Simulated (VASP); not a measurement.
Runs of VASP 6.6.1 on LiCl. The structure is that of space group Pm-3m (No. 221), or close to it. The cells are those of the table. 

```csv
level,cell,smearing,gap on the mesh (eV)
PBE,"a = 3.330 Å, angles 88.0°, 2 atoms",fermi-dirac 0.02 eV,4.26
r2SCAN,"a = 3.330 Å, angles 88.0°, 2 atoms",gaussian 0.01 eV,5.19
PBE,"a = 3.324, b = 3.271, c = 3.271 Å, 2 atoms",fermi-dirac 0.02 eV,(a)
r2SCAN,"a = 3.324, b = 3.271, c = 3.271 Å, 2 atoms",gaussian 0.01 eV,5.26
```

Alike in all rows: task single point; potentials or basis VASP PAW PBE potentials, release 64 (Li_sv, Cl); no spin polarisation; k mesh 8 × 8 × 8; cutoff (eV) 520.

Problem. Fill in the values left out.

Solution. (a) 4.33.

A k mesh can miss the band edges.
